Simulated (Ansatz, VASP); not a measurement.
**Two plane-wave programs on Ti3Al**

The input INCAR:

```
SYSTEM = Ti3Al
ALGO     = Normal         ! electronic algorithm
EDIFF    = 1E-7           ! SCF threshold, eV
ENCUT    = 520            ! plane-wave cutoff, eV
GGA      = PS             ! functional
ISIF     = 2              ! what is computed and relaxed
ISMEAR   = 1              ! smearing method
LASPH    = .True.         ! aspherical terms in the spheres
LCHARG   = .False.        ! write CHGCAR
LREAL    = .False.        ! projectors in reciprocal space
LWAVE    = .False.        ! write WAVECAR
NBANDS   = 28             ! bands
NELM     = 60             ! most SCF steps
PREC     = Accurate       ! precision mode
SIGMA    = 0.15           ! smearing width, eV
```

File KPOINTS:

```
k-points
0
Gamma
  6 6 6
  0 0 0
```

The input POSCAR:

```
Ti3Al
1.0
    0.0000000000      3.2743093112      3.2743093112
    3.2743093112      0.0000000000      3.2743093112
    3.2743093112      3.2743093112      0.0000000000
Ti Al
3 1
Direct
    0.7500000000      0.7500000000      0.7500000000
    0.2500000000      0.2500000000      0.2500000000
    0.0000000000      0.0000000000      0.0000000000
    0.5000000000      0.5000000000      0.5000000000
```

Input for Ansatz:

```yaml
crystal:
  lattice:
    - [0.0, 3.274309311237376, 3.274309311237376]
    - [3.274309311237376, 0.0, 3.274309311237376]
    - [3.274309311237376, 3.274309311237376, 0.0]
  atoms:
    - { symbol: Ti, position: [0.75, 0.75, 0.75] }
    - { symbol: Ti, position: [0.25, 0.25, 0.25] }
    - { symbol: Ti, position: [0.0, 0.0, 0.0] }
    - { symbol: Al, position: [0.5, 0.5, 0.5] }
basis:
  ecutwfc: 500.0
kpoints:
  mp_grid:
    grid: [6, 6, 6]
hamiltonian:
  xc: pbesol
  pseudopotentials:
    kind: paw
scf:
  occupations:
    method: cold
    width: 0.15
output:
  stress: true
```

Alike in both runs: task single point; functional PBEsol; k mesh 6 × 6 × 6; no spin polarisation.

|  | VASP | Ansatz |
| --- | --- | --- |
| version | VASP 6.6.1 | Ansatz 0.2.0 |
| potentials or method | VASP PAW PBE potentials, release 64 (Ti_sv, Al), cutoff 520 eV | plane waves, PAW |
| occupations | methfessel-paxton of order 1, width 0.15 eV | cold, width 0.15 eV |
| valence electrons in the cell | 39 | 39 |

```csv
,VASP,Ansatz,Ansatz less VASP
pressure (GPa),-8.7,-8.7,0.00
```

VASP's potentials were made for PBE, not for PBEsol.
